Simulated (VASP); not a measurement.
Write the native input for VASP 6.6.1 that does the following.

```yaml
Task: relaxation of cell and atoms
Functional: PBEsol
Potentials_or_basis: VASP PAW PBE potentials, release 64 (Ge_d, N, C)
Cutoff: 600 eV
k_mesh: 9 × 9 × 9
Occupations: fermi-dirac, width 0.05 eV
Spin: no spin polarisation
Dipole_correction: no
Further_INCAR_settings: ALGO = Normal; EDIFF = 1e-06; IBRION = 2; EDIFFG = -0.01; NSW = 60; ISIF = 3
```

The structure of GeCN2 lies in POSCAR:

```
GeCN2
1.0
    1.7937903697      1.0356453528      4.9219572124
   -1.7937903697      1.0356453528      4.9219572124
    0.0000000000     -2.0712907056      4.9219572124
Ge N C
1 2 1
Direct
    0.0000000000      0.0000000000      0.0000000000
    0.5839044000      0.5839044000      0.5839044000
    0.4160956000      0.4160956000      0.4160956000
    0.5000000000      0.5000000000      0.5000000000
```

One way to write it, as run:

INCAR

```
SYSTEM = GeCN2
ALGO = Normal
EDIFF = 1E-6
EDIFFG = -0.01
ENCUT = 600
GGA = PS
IBRION = 2
ISIF = 3
ISMEAR = -1
LASPH = .True.
LCHARG = .False.
LREAL = .False.
LWAVE = .False.
NELM = 100
NSW = 60
PREC = Accurate
SIGMA = 0.05
```

KPOINTS

```
k-points
0
Gamma
  9 9 9
  0 0 0
```

Potentials or basis: VASP PAW PBE potentials, release 64 (Ge_d, N, C).

Run with:

```console
$ cat potpaw_PBE.64/Ge_d/POTCAR potpaw_PBE.64/N/POTCAR potpaw_PBE.64/C/POTCAR > POTCAR
$ mpirun -np 1 vasp_std > vasp.out
```

Results of the run:

```json
{
 "Relaxed volume": "12.95 Å³/atom",
 "Relaxed cell": "a = 5.292 Å, b = 5.292 Å, c = 5.292 Å, α = 38.58°, β = 38.58°, γ = 38.58°",
 "Space group after relaxing (to 0.05 Å)": "R-3m (No. 166)",
 "Energy gained by relaxing": "8.8 meV/atom",
 "Ionic steps": "17",
 "Pressure after relaxing": "-0.1 GPa",
 "Largest force after relaxing": "0.006 eV/Å",
 "Band gap on the k mesh": "0.93 eV, indirect (least direct gap 1.65 eV)"
}
```

Caveat: the PAW data sets were made with another functional, which shifts forces and pressure a little.

Run time: 12 min on 1 thread of Intel(R) Xeon(R) 6975P-C (Granite Rapids) (shared host), peak memory 0.4 GiB.
